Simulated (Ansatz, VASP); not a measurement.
# One calculation of W, two programs

File INCAR:

```
PREC = Accurate
ENCUT = 520
EDIFF = 1E-7
ISMEAR = -1
SIGMA = 0.1
LREAL = False
LASPH = True
NELM = 60
ALGO = Normal
ISIF = 2
LWAVE = False
LCHARG = False
GGA = PS
NBANDS = 36
```

The input KPOINTS:

```
regular mesh
0
Gamma
  8 5 4
```

The input POSCAR:

```
W
1.0
    2.8096620000      0.0000000000      0.0000000000
    0.0000000000      4.8638700000      0.0000000000
    0.0000000000      0.0000000000      4.9236950000
W
4
Direct
    0.7931720000      0.5631570000      0.2500000000
    0.2068280000      0.0631570000      0.2500000000
    0.2068280000      0.4368430000      0.7398450249
    0.7931720000      0.9368430000      0.7500000000
```

Input for Ansatz:

```yaml
crystal:
  lattice:
    - [2.809662, 0.0, 0.0]
    - [0.0, 4.86387, 0.0]
    - [0.0, 0.0, 4.923695]
  atoms:
    - { symbol: W, position: [0.793172, 0.563157, 0.25] }
    - { symbol: W, position: [0.206828, 0.063157, 0.25] }
    - { symbol: W, position: [0.206828, 0.436843, 0.7398450249253863] }
    - { symbol: W, position: [0.793172, 0.936843, 0.75] }
kpoints:
  mp_grid:
    grid: [8, 5, 4]
hamiltonian:
  xc: pbesol
  pseudopotentials:
    kind: paw
scf:
  occupations:
    method: fermi_dirac
    width: 0.1
output:
  forces: true
```

Alike in both runs: task single point; functional PBEsol; k mesh 8 × 5 × 4; occupations fermi-dirac, width 0.1 eV; no spin polarisation.

|  | VASP | Ansatz |
| --- | --- | --- |
| version | VASP 6.6.1 | Ansatz 0.2.0 |
| potentials or method | VASP PAW PBE potentials, release 64 (W_sv) | plane waves, PAW |
| plane-wave cutoff (eV) | 520 | 420 |
| valence electrons in the cell | 56 | 56 |

```csv
,VASP,Ansatz,Ansatz less VASP
rms of the force components (eV/Å),0.205,0.202,-0.0024
```

VASP's potentials were made for PBE, not for PBEsol. Atom by atom the forces differ by 0.003 eV/Å (rms over components).

Spin-orbit coupling is off throughout.
